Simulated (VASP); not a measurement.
Input of a VASP 6.6.1 run:

The input INCAR:

```
SYSTEM = Cu
PREC = Accurate
ENCUT = 520
EDIFF = 1E-7
ISMEAR = 0
SIGMA = 0.1
LREAL = .False.
LASPH = .True.
NELM = 60
ALGO = Fast
ISIF = 2
LWAVE = .False.
LCHARG = .False.
GGA = PS
NBANDS = 12
```

The input KPOINTS:

```
regular mesh
0
Gamma
  20 20 20
  0 0 0
```

POSCAR

```
Cu
1.0
    0.0000000000      1.7453148967      1.7453148967
    1.7453148967      0.0000000000      1.7453148967
    1.7453148967      1.7453148967      0.0000000000
Cu
1
Direct
    0.0000000000      0.0000000000      0.0000000000
```

Potentials or basis: VASP PAW PBE potentials, release 64 (Cu).

The run is started by

```bash
$ cat potpaw_PBE.64/Cu/POTCAR > POTCAR
$ mpirun -np 1 vasp_std > vasp.out
```

Question: Predict the pressure.

Answer: 13.5 GPa.

Caveat: the PAW data sets were made with another functional, which shifts forces and pressure a little.
